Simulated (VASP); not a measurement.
# LiCl (P4_12_12) in VASP: further runs

The runs below take LiCl through single point, with PBE.

All numbers are computed with VASP 6.6.1; they aren't measurements. Logs are shortened: lines on timing, memory, paths and dates and some standing lists are left out, and cuts for length are marked.

## (1) The cell of the first run

The structure is tetragonal, space group P4_12_12 (No. 92). Conventional cell: a = 7.018 Å, b = 7.018 Å, c = 3.707 Å, α = 90.00°, β = 90.00°, γ = 90.00°. Li (site symmetry 2) has 4 Cl at 2.49 to 2.51 Å within 3.3 Å. Cl (site symmetry 2) has 4 Li at 2.49 to 2.51 Å within 3.3 Å.

## (2) Single point, PBE (volume scaled by 1.10, then relaxed in part)

INCAR reads:

```
SYSTEM = LiCl
  ALGO = Normal
  EDIFF = 1E-7
  ENCUT = 520
  GGA = PE
  ISIF = 2
  ISMEAR = 0
  LASPH = .TRUE.
  LCHARG = .FALSE.
  LREAL = .FALSE.
  LWAVE = .FALSE.
  NBANDS = 30
  NELM = 80
  PREC = Accurate
  SIGMA = 0.02
```

KPOINTS reads:

```
k-points
0
G
  4 4 6
  0 0 0
```

POSCAR reads:

```
LiCl
1.0
    7.0179949373      0.0000000000      0.0000000000
    0.0000000000      7.0179949373      0.0000000000
    0.0000000000      0.0000000000      3.7066525228
Li Cl
4 4
Direct
    0.6630130282      0.6630130282      0.5000000000
    0.1630130282      0.8369869718      0.2500000000
    0.3369869718      0.3369869718      0.0000000000
    0.8369869718      0.1630130282      0.7500000000
    0.8304549490      0.8304549490      0.0000000000
    0.3304549490      0.6695450510      0.7500000000
    0.1695450510      0.1695450510      0.5000000000
    0.6695450510      0.3304549490      0.2500000000
```

Potentials or basis: VASP PAW PBE potentials, release 64 (Li_sv, Cl).

Command:

```console
cat potpaw_PBE.64/Li_sv/POTCAR potpaw_PBE.64/Cl/POTCAR > POTCAR
mpirun -np 1 vasp_std > vasp.out
```

OUTCAR:

```text
SYSTEM = LiCl
   EDIFF = 1E-7
   ENCUT = 520
   GGA = PE
   ISIF = 2
   ISMEAR = 0
   LASPH = .TRUE.
   LREAL = .FALSE.
   NELM = 80
   PREC = Accurate

 ion  position               nearest neighbor table
   1  0.663  0.663  0.500-   5 2.49   5 2.49   8 2.51   6 2.51
   2  0.163  0.837  0.250-   6 2.49   6 2.49   7 2.51   5 2.51
   3  0.337  0.337  0.000-   7 2.49   7 2.49   8 2.51   6 2.51
   4  0.837  0.163  0.750-   8 2.49   8 2.49   5 2.51   7 2.51
   5  0.830  0.830  0.000-   1 2.49   1 2.49   4 2.51   2 2.51
   6  0.330  0.670  0.750-   2 2.49   2 2.49   3 2.51   1 2.51
   7  0.170  0.170  0.500-   3 2.49   3 2.49   4 2.51   2 2.51
   8  0.670  0.330  0.250-   4 2.49   4 2.49   1 2.51   3 2.51

  LATTYP: Found a simple tetragonal cell.
 ALAT       =     7.0179949373
 C/A-ratio  =     0.5281640349

  Lattice vectors:

 A1 = (   7.0179949373,   0.0000000000,   0.0000000000)
 A2 = (   0.0000000000,   7.0179949373,   0.0000000000)
 A3 = (   0.0000000000,   0.0000000000,   3.7066525228)

Analysis of symmetry for initial positions (statically):
=====================================================================
 Subroutine PRICEL returns:
 Original cell was already a primitive cell.

 Routine SETGRP: Setting up the symmetry group for a
 simple tetragonal supercell.

 Subroutine GETGRP returns: Found  8 space group operations
 (whereof  2 operations were pure point group operations)
 out of a pool of 16 trial point group operations.

The static configuration has the point symmetry C_2 .
 The point group associated with its full space group is D_4 .

Analysis of symmetry for dynamics (positions and initial velocities):
=====================================================================
 Subroutine PRICEL returns:
 Original cell was already a primitive cell.

 Routine SETGRP: Setting up the symmetry group for a
 simple tetragonal supercell.

 Subroutine GETGRP returns: Found  8 space group operations
 (whereof  2 operations were pure point group operations)
 out of a pool of 16 trial point group operations.

The dynamic configuration has the point symmetry C_2 .
 The point group associated with its full space group is D_4 .

 Subroutine INISYM returns: Found  8 space group operations
 (whereof  2 operations are pure point group operations),
 and found     1 'primitive' translations

----------------------------------------------------------------------------------------

                                     Primitive cell

  volume of cell :     182.5610

  direct lattice vectors                    reciprocal lattice vectors
     7.017994937  0.000000000  0.000000000     0.142490841  0.000000000  0.000000000
     0.000000000  7.017994937  0.000000000     0.000000000  0.142490841  0.000000000
     0.000000000  0.000000000  3.706652523     0.000000000  0.000000000  0.269785202

  length of vectors
     7.017994937  7.017994937  3.706652523     0.142490841  0.142490841  0.269785202

  position of ions in fractional coordinates (direct lattice)
     0.663013028  0.663013028  0.500000000
     0.163013028  0.836986972  0.250000000
     0.336986972  0.336986972  0.000000000
     0.836986972  0.163013028  0.750000000
     0.830454949  0.830454949  0.000000000
     0.330454949  0.669545051  0.750000000
     0.169545051  0.169545051  0.500000000
     0.669545051  0.330454949  0.250000000

  ion indices of the primitive-cell ions
   primitive index   ion index
                 1           1
                 2           2
                 3           3
                 4           4
                 5           5
                 6           6
                 7           7
                 8           8

----------------------------------------------------------------------------------------

 KPOINTS: k-points

Automatic generation of k-mesh.
 Grid dimensions read from file:
 generate k-points for:    4    4    6

 Generating k-lattice:

  Cartesian coordinates                     Fractional coordinates (reciprocal lattice)
     0.035622710  0.000000000  0.000000000     0.250000000  0.000000000  0.000000000
     0.000000000  0.035622710  0.000000000     0.000000000  0.250000000  0.000000000
     0.000000000  0.000000000  0.044964200     0.000000000  0.000000000  0.166666667

  Length of vectors
     0.035622710  0.035622710  0.044964200

  Shift w.r.t. Gamma in fractional coordinates (k-lattice)
     0.000000000  0.000000000  0.000000000

 Subroutine IBZKPT returns following result:
 ===========================================

 Found     24 irreducible k-points:

 Following reciprocal coordinates:
            Coordinates               Weight
  0.000000  0.000000  0.000000      1.000000
  0.250000  0.000000  0.000000      4.000000
  0.500000  0.000000  0.000000      2.000000
  0.250000  0.250000  0.000000      4.000000
  0.500000  0.250000  0.000000      4.000000
  0.500000  0.500000  0.000000      1.000000
[... 16 lines left out ...]
  0.500000  0.250000  0.500000      4.000000
  0.500000  0.500000  0.500000      1.000000
   k-points           NKPTS =     24   k-points in BZ     NKDIM =     24   number of bands    NBANDS=     30
   number of dos      NEDOS =    301   number of ions     NIONS =      8
   total plane-waves  NPLWV =  81648
   dimension x,y,z NGX =    54 NGY =   54 NGZ =   28
   dimension x,y,z NGXF=   108 NGYF=  108 NGZF=   56
   ions per type =               4   4
   NGX,Y,Z   is equivalent  to a cutoff of  12.79, 12.79, 12.56 a.u.
   NGXF,Y,Z  is equivalent  to a cutoff of  25.58, 25.58, 25.12 a.u.
 SYSTEM =  LiCl
   PREC   = accura    normal or accurate (medium, high low for compatibility)
   ISTART =      0    job   : 0-new  1-cont  2-samecut
   ICHARG =      2    charge: 1-file 2-atom 10-const
   ISPIN  =      1    spin polarized calculation?
   LNONCOLLINEAR =      F non collinear calculations
   LSORBIT =      F    spin-orbit coupling
   LASPH  =      T    aspherical Exc in radial PAW
   ENCUT  =  520.0 eV  38.22 Ry    6.18 a.u.  13.05 13.05  6.89*2*pi/ulx,y,z
   NELM   =     80;   NELMIN=  2; NELMDL= -5     # of ELM steps
   EDIFF  = 0.1E-06   stopping-criterion for ELM
   LREAL  =      F    real-space projection
   EDIFFG = 0.1E-05   stopping-criterion for IOM
   NSW    =      0    number of steps for IOM
   IBRION =     -1    ionic relax: 0-MD 1-quasi-New 2-CG
   NFREE  =      0    steps in history (QN), initial steepest desc. (CG)
   ISIF   =      2    stress and relaxation
   ISYM   =      2    0-nonsym 1-usesym 2-fastsym
   POTIM  = 0.5000    time-step for ionic-motion
   TEBEG  =    0.0;   TEEND  =   0.0 temperature during run
   PSTRESS=    0.0 pullay stress
   NELECT =      40.0000    total number of electrons
   NUPDOWN=      -1.0000    fix difference up-down
   EMIN   =  10.00;   EMAX   =-10.00  energy-range for DOS
   EFERMI =   0.00;   METHOD = LEGACY
   ISMEAR =     0;   SIGMA  =   0.02  broadening in eV -4-tet -1-fermi 0-gaus
   EFERMI_NEDOS =   21; number of points for ismear=-14 and -15
   IALGO  =     38    algorithm
   IMIX   =      4    mixing-type and parameters
     AMIX     =   0.40;   BMIX     =  1.00
     AMIX_MAG =   1.60;   BMIX_MAG =  1.00
  volume/ion in A,a.u.               =      22.82       154.00
  Fermi-wavevector in a.u.,A,eV,Ry     =   0.986943  1.865052 13.252849  0.974057
  Thomas-Fermi vector in A             =   2.118361
   LORBIT       =      0    0 simple, 1 ext, 2 COOP (PROOUT), +10 PAW based schemes
   GGA     = PE    functional components
   LHFCALC =     F    Hartree Fock is set to
   AEXX    =    0.0000 exact exchange contribution
   IVDW    =     0    specifies the selected vdW correction
   LEPSILON=     F    determine dielectric tensor
   LRPA    =     F    only Hartree local field effects (RPA)
 non-spin polarized calculation
 Gauss-broadening in eV      SIGMA  =   0.02
  energy-cutoff  :      520.00
  volume of cell :      182.56
 maximum number of plane-waves:      4940
 NGX is ok and might be reduce to    54
   NGX = 27   NGY = 27   NGZ = 13

 number of electron      39.9999983 magnetization

 Free energy of the ion-electron system (eV)
  ---------------------------------------------------
  ext. energy  EPLUGINS =         0.00000000
  ---------------------------------------------------
  free energy    TOTEN  =       -29.19027385 eV

  energy without entropy =      -29.19027385  energy(sigma->0) =      -29.19027385

 E-fermi :  -1.3105     XC(G=0):  -7.2844

 val. band max:       -1.4503675551   @ k =   0.2500   0.2500   0.0000
 cond. band min:       3.9257126698   @ k =   0.0000   0.0000   0.0000
 fundamental gap:      5.3760802249
 Fermi energy:        -1.3104675321

 k-point     1 :       0.0000    0.0000    0.0000
  band No.  band energies     occupation
      1     -45.0393      2.00000
      2     -45.0384      2.00000
      3     -45.0383      2.00000
      4     -45.0383      2.00000
      5     -14.1936      2.00000
      6     -13.9281      2.00000
[... 22 lines left out ...]
     29       8.6116      0.00000
     30       9.0192      0.00000

 k-point     2 :       0.2500    0.0000    0.0000
  band No.  band energies     occupation
      1     -45.0392      2.00000
      2     -45.0386      2.00000
      3     -45.0383      2.00000
      4     -45.0382      2.00000
      5     -14.1645      2.00000
      6     -13.9975      2.00000
[... 22 lines left out ...]
     29       8.5225      0.00000
     30       8.8662      0.00000

 k-point     3 :       0.5000    0.0000    0.0000
  band No.  band energies     occupation
      1     -45.0389      2.00000
      2     -45.0389      2.00000
      3     -45.0382      2.00000
      4     -45.0382      2.00000
      5     -14.0890      2.00000
      6     -14.0890      2.00000
[... 22 lines left out ...]
     29       8.9698      0.00000
     30       8.9706      0.00000

 k-point     4 :       0.2500    0.2500    0.0000
  band No.  band energies     occupation
      1     -45.0391      2.00000
      2     -45.0387      2.00000
      3     -45.0383      2.00000
      4     -45.0382      2.00000
      5     -14.1388      2.00000
      6     -14.0122      2.00000
[... 22 lines left out ...]
     29       8.5776      0.00000
     30       8.7100      0.00000

 k-point     5 :       0.5000    0.2500    0.0000
  band No.  band energies     occupation
      1     -45.0389      2.00000
      2     -45.0389      2.00000
      3     -45.0383      2.00000
      4     -45.0383      2.00000
      5     -14.0745      2.00000
      6     -14.0745      2.00000
[... 22 lines left out ...]
     29       8.7306      0.00000
     30       8.7307      0.00000
[... 526 lines left out ...]
     29       8.4355      0.00000
     30       8.4355      0.00000

 k-point    22 :       0.2500    0.2500    0.5000
  band No.  band energies     occupation
      1     -45.0382      2.00000
      2     -45.0382      2.00000
      3     -45.0378      2.00000
      4     -45.0378      2.00000
      5     -13.8869      2.00000
      6     -13.8869      2.00000
[... 22 lines left out ...]
     29       8.1997      0.00000
     30       8.1997      0.00000

 k-point    23 :       0.5000    0.2500    0.5000
  band No.  band energies     occupation
      1     -45.0381      2.00000
      2     -45.0381      2.00000
      3     -45.0379      2.00000
      4     -45.0379      2.00000
      5     -13.8680      2.00000
      6     -13.8680      2.00000
[... 22 lines left out ...]
     29       8.4014      0.00000
     30       8.4014      0.00000

 k-point    24 :       0.5000    0.5000    0.5000
  band No.  band energies     occupation
      1     -45.0380      2.00000
      2     -45.0380      2.00000
      3     -45.0380      2.00000
      4     -45.0380      2.00000
      5     -13.8218      2.00000
      6     -13.8218      2.00000
[... 22 lines left out ...]
     29       8.7064      0.00000
     30       8.7064      0.00000

------------------------ aborting loop because EDIFF is reached ----------------------------------------

  FORCE on cell =-STRESS in cart. coord.  units (eV):
  Direction    XX          YY          ZZ          XY          YZ          ZX
  --------------------------------------------------------------------------------------
  -------------------------------------------------------------------------------------
  Total       -2.1971013     -2.1971013     -2.3572092      0.0000000      0.0000000      0.0000000
  in kB      -19.2820273    -19.2820273    -20.6871532      0.0000000      0.0000000      0.0000000
  external PRESSURE =     -19.7504026 kB  Pullay stress =       0.0000000 kB

 VOLUME and BASIS-vectors are now :
 -----------------------------------------------------------------------------
  energy-cutoff  :      520.00
  volume of cell :      182.56
      direct lattice vectors                 reciprocal lattice vectors
     7.017994937  0.000000000  0.000000000     0.142490841  0.000000000  0.000000000
     0.000000000  7.017994937  0.000000000     0.000000000  0.142490841  0.000000000
     0.000000000  0.000000000  3.706652523     0.000000000  0.000000000  0.269785202

 POSITION                                       TOTAL-FORCE (eV/Angst)
 -----------------------------------------------------------------------------------
      4.65302      4.65302      1.85333         0.004732      0.004732     -0.000000
      1.14402      5.87397      0.92666         0.004732     -0.004732      0.000000
      2.36497      2.36497      0.00000        -0.004732     -0.004732     -0.000000
      5.87397      1.14402      2.77999        -0.004732      0.004732     -0.000000
      5.82813      5.82813      0.00000         0.000332      0.000332     -0.000000
      2.31913      4.69886      2.77999         0.000332     -0.000332     -0.000000
      1.18987      1.18987      1.85333        -0.000332     -0.000332     -0.000000
      4.69886      2.31913      0.92666        -0.000332      0.000332      0.000000
 -----------------------------------------------------------------------------------
    total drift:                               -0.000000      0.000000     -0.000000

  FREE ENERGIE OF THE ION-ELECTRON SYSTEM (eV)
  ---------------------------------------------------
  free  energy   TOTEN  =       -29.1902738513 eV

  energy  without entropy=      -29.1902738513  energy(sigma->0) =      -29.19027385
```

Wall time 71 s (1 thread of Intel Xeon 6975P-C (Granite Rapids), shared host); peak memory 0.3 GiB.

Results:

```yaml
Free_energy: -29.1903 eV
Largest_force: 0.007 eV/Å
Band_gap_on_the_k_mesh: 5.38 eV, indirect (least direct gap 5.41 eV)
```

Forces on the atoms (eV/Å):
```
Li   0.005  0.005  0.000
Li   0.005 -0.005  0.000
Li  -0.005 -0.005  0.000
Li  -0.005  0.005  0.000
Cl   0.000  0.000  0.000
Cl   0.000  0.000  0.000
Cl   0.000  0.000  0.000
Cl   0.000  0.000  0.000
```

Levels at points of the mesh, in eV from the valence-band top:
| k point | band 16 | band 17 | band 18 | band 19 | band 20 | band 21 | band 22 | band 23 | band 24 | band 25 |
| --- | --- | --- | --- | --- | --- | --- | --- | --- | --- | --- |
| (0.00, 0.00, 0.00) | -0.19 | -0.09 | -0.09 | -0.05 | -0.03 | 5.38 | 7.58 | 7.58 | 8.21 | 8.26 |
| (0.50, 0.00, 0.00) | -0.40 | -0.18 | -0.18 | -0.04 | -0.04 | 6.44 | 6.44 | 7.40 | 7.40 | 8.93 |
| (0.50, 0.50, 0.00) | -0.56 | -0.07 | -0.07 | -0.04 | -0.04 | 6.64 | 6.64 | 7.10 | 7.10 | 9.21 |
| (0.00, 0.00, 0.50) | -1.00 | -0.42 | -0.42 | -0.15 | -0.15 | 6.83 | 6.83 | 8.16 | 8.16 | 8.83 |
| (0.50, 0.00, 0.50) | -0.86 | -0.51 | -0.51 | -0.17 | -0.17 | 7.13 | 7.13 | 7.84 | 7.84 | 8.63 |
| (0.50, 0.50, 0.50) | -0.97 | -0.42 | -0.42 | -0.42 | -0.42 | 7.61 | 7.61 | 7.61 | 7.61 | 8.59 |

Caveat: the cutoff is under 1.25 times the usual one of these potentials, so pressure, stress and relaxed cells hold a basis-set (Pulay) error.

(Continued in part 2 of 2.)
